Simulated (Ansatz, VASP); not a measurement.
La in VASP and in Ansatz

```xyz
1
Lattice="3.2082 0.0000 0.0000 0.0000 3.2082 0.0000 0.0000 0.0000 3.2082" Properties=species:S:1:pos:R:3 pbc="T T T"
La    0.0000    0.0000    0.0000
```

Alike in both runs: task single point; functional r2SCAN; k mesh 11 × 11 × 11; occupations fermi-dirac, width 0.1 eV; no spin polarisation.

|  | VASP | Ansatz |
| --- | --- | --- |
| version | VASP 6.6.1 | Ansatz 0.2.0 |
| potentials or method | VASP PAW PBE potentials, release 64 (La), cutoff 520 eV | plane waves (500 eV) with PAW, scalar-relativistic |
| valence electrons in the cell | 11 | 11 |

|  | VASP | Ansatz | Ansatz less VASP |
| --- | --- | --- | --- |
| pressure (GPa) | 2.4 | 2.4 | -0.04 |

VASP's potentials were made for PBE, not for r2SCAN. The functional is the same, so the differences come from potentials, cutoffs and numerics.

Neither program's run includes spin-orbit coupling.
